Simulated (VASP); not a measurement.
Wanted: the native input for a VASP 6.6.1 run.

| Quantity | Value |
| --- | --- |
| Task | single point |
| Functional | PBE |
| Potentials or basis | VASP PAW PBE potentials, release 64 (Bi_d, Mo_sv) |
| Cutoff | 500 eV |
| k mesh | 12 × 12 × 12 |
| Occupations | gaussian, width 0.1 eV |
| Spin | no spin polarisation |
| Dipole correction | no |
| Further INCAR settings | ALGO = Normal; EDIFF = 1e-06; NBANDS = 36 |

The structure of BiMo3 lies in POSCAR:

```
BiMo3
1.0
    4.1417451942      0.0000000000      0.0000000000
    0.0000000000      4.1417451942      0.0000000000
    0.0000000000      0.0000000000      4.1417451942
Bi Mo
1 3
Direct
    0.0000000000      0.0000000000      0.0000000000
    0.0000000000      0.5000000000      0.5000000000
    0.5000000000      0.0000000000      0.5000000000
    0.5000000000      0.5000000000      0.0000000000
```

These files were run (other wordings do the same):

INCAR

```
PREC = Accurate
ENCUT = 500
EDIFF = 1E-6
ISMEAR = 0
SIGMA = 0.1
LREAL = False
LASPH = True
NELM = 120
ALGO = Normal
ISIF = 2
LWAVE = False
LCHARG = False
GGA = PE
NBANDS = 36
GGA_COMPAT = False
```

KPOINTS

```
Automatic mesh
0
Gamma
  12 12 12
```

Potentials or basis: VASP PAW PBE potentials, release 64 (Bi_d, Mo_sv).

Command:

```sh
$ cat potpaw_PBE.64/Bi_d/POTCAR potpaw_PBE.64/Mo_sv/POTCAR > POTCAR
$ mpirun -np 1 vasp_std > vasp.out
```

Results of the run:

| Item | Value |
| --- | --- |
| Pressure | 0.3 GPa |

It took 75 s on 1 thread of Intel(R) Xeon(R) 6975P-C (Granite Rapids), on a shared host, peak memory 0.29 GiB.
